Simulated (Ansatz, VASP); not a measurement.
**Two plane-wave programs on Ge**

```
Ge
1.0
     4.01283    0.00000    0.00000
    -2.00642    3.47522    0.00000
     0.00000    0.00000   25.64851
Ge
8
Direct
  0.33333 0.66667 0.29241
  0.00000 0.00000 0.32435
  0.00000 0.00000 0.42016
  0.66667 0.33333 0.45210
  0.66667 0.33333 0.54790
  0.33333 0.66667 0.57984
  0.33333 0.66667 0.67565
  0.00000 0.00000 0.70759
```

Alike in both runs: task single point; functional r2SCAN; k mesh 9 × 9 × 1; occupations fermi-dirac, width 0.025 eV; no spin polarisation.

|  | VASP | Ansatz |
| --- | --- | --- |
| version | VASP 6.6.1 | Ansatz 0.2.0 |
| potentials or method | VASP PAW PBE potentials, release 64 (Ge_d), cutoff 450 eV | scalar-relativistic, plane waves, PAW |
| valence electrons in the cell | 112 | 112 |

VASP gave:

- gap on the k mesh at the Fermi level (eV): none
- rms of the force components (eV/Å): 0.182

Q: Which values does Ansatz return?

A: gap on the k mesh at the Fermi level (eV): none; rms of the force components (eV/Å): 0.183.

VASP's potentials were made for PBE, not for r2SCAN. Atom by atom the forces differ by 0.002 eV/Å (rms over components). A gap of «none» marks a metal or a gap that the smearing closes.
